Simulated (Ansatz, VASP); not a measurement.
One calculation of Ta, two programs

```
Ta
1.0
    14.00000    0.00000    0.00000
     0.00000   14.40000    0.00000
     0.00000    0.00000   14.80000
Ta
1
Direct
  0.50000 0.50000 0.50000
```

Alike in both runs: task single point; functional RPBE; k mesh 1 × 1 × 1; occupations fermi-dirac, width 0.01 eV; collinear spin.

|  | VASP | Ansatz |
| --- | --- | --- |
| version | VASP 6.6.1 | Ansatz 0.2.0 |
| potentials or method | VASP PAW PBE potentials, release 64 (Ta_pv), cutoff 400 eV | plane waves (420 eV) with PAW, scalar-relativistic |
| valence electrons in the cell | 11 | 13 |

|  | VASP | Ansatz | Ansatz less VASP |
| --- | --- | --- | --- |
| gap on the k mesh at the Fermi level (eV) | 1.77 | 0.76 | -1.019 |
| net moment per atom (μB) | 3.00 | 3.00 | -0.001 |
| size of the moment on the site where the two differ most (μB) | 2.13 | 3.00 | +0.867 |

VASP's potentials were made for PBE, not for RPBE. Site moments also hang on the region over which each program counts them. VASP's potentials hold 11 valence electrons a cell and Ansatz's 13, so a difference there can come from the potentials and not from the codes. Ansatz's warnings: given moment on shells.

Spin-orbit coupling is off throughout.
